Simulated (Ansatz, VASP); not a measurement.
## MgSe: VASP beside Ansatz

```
Mg Se
1.0
     0.00000    2.73628    2.73628
     2.73628    0.00000    2.73628
     2.73628    2.73628    0.00000
Mg Se
1 1
Direct
  0.00000 0.00000 0.00000
  0.50000 0.50000 0.50000
```

Alike in both runs: task single point; functional HF; k mesh 6 × 6 × 6; no spin polarisation.

|  | VASP | Ansatz |
| --- | --- | --- |
| version | VASP 6.6.1 | Ansatz 0.2.0 |
| potentials or method | VASP PAW PBE potentials, release 64 (Mg, Se) | plane waves, PAW |
| plane-wave cutoff (eV) | 520 | 420 |
| occupations | gaussian, width 0.01 eV | fixed |
| valence electrons in the cell | 8 | 26 |

|  | VASP | Ansatz | Ansatz less VASP |
| --- | --- | --- | --- |
| gap on the k mesh at the Fermi level (eV) | 8.61 | 8.62 | +0.019 |
| pressure (GPa) | 2.8 | 3.8 | +1.03 |

VASP's potentials were made for PBE, not for HF. VASP's potentials hold 8 valence electrons a cell and Ansatz's 26, so a difference there can come from the potentials and not from the codes. Ansatz's warnings: stress exchange threshold loose, stress scf threshold loose.
